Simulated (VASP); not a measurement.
Na3S2:

```
Na S
1.0
     4.22913    0.00000    0.00000
    -2.11456    3.66253    0.00000
     0.00000    0.00000    6.57983
Na S
3 2
Cartesian
  0.0000 0.0000 0.0000
  0.0000 2.4417 4.2440
  2.1146 1.2208 2.3358
  0.0000 2.4417 1.6121
  2.1146 1.2208 4.9678
```

- Program: VASP 6.6.1
- Task: relaxation of cell and atoms
- Functional: PBE
- Potentials or basis: VASP PAW PBE potentials, release 64 (Na_pv, S)
- Cutoff: 600 eV
- k mesh: 6 × 6 × 4
- Occupations: gaussian, width 0.1 eV
- Spin: no spin polarisation

At the start: pressure 7.4 GPa; volume 20.38 Å³/atom.

Q: Where does the relaxation end?

A: Over 13 steps the energy falls by 120.3 meV/atom and the volume is 23.21 Å³/atom (+13.9 %); space group P-3m1 (No. 164, to 0.1 Å) before and after.

The path:
| step | energy change (eV) | largest force (eV/Å) | pressure (GPa) | volume (Å³) |
| --- | --- | --- | --- | --- |
| 1 | 0.0000 | 0.9148 | 7.41 | 101.92 |
| 2 | -0.4406 | 0.3411 | 1.42 | 116.45 |
| 3 | -0.4751 | 0.1612 | -0.56 | 124.47 |
| 4 | -0.4767 | 0.1630 | -0.21 | 123.04 |
| 5 | -0.4857 | 0.1579 | -0.21 | 122.58 |
| 6 | -0.5108 | 0.1573 | -0.15 | 121.18 |
| 7 | -0.5508 | 0.1561 | 0.06 | 118.32 |
| 8 | -0.5625 | 0.2528 | 0.90 | 112.29 |
| 9 | -0.5720 | 0.1570 | 0.42 | 115.13 |
| 10 | -0.5865 | 0.1211 | -0.24 | 117.51 |
| 11 | -0.5877 | 0.1139 | -0.47 | 118.44 |
| 12 | -0.5979 | 0.0703 | -0.30 | 117.46 |
| 13 | -0.6016 | 0.0218 | -0.01 | 116.05 |

Final structure:
```
Na S
1.0
     4.73243    0.00000    0.00000
    -2.36622    4.09841    0.00000
     0.00000    0.00000    5.98322
Na S
3 2
Direct
  0.00000 0.00000 0.00000
  0.33333 0.66667 0.69207
  0.66667 0.33333 0.30793
  0.33333 0.66667 0.21706
  0.66667 0.33333 0.78294
```
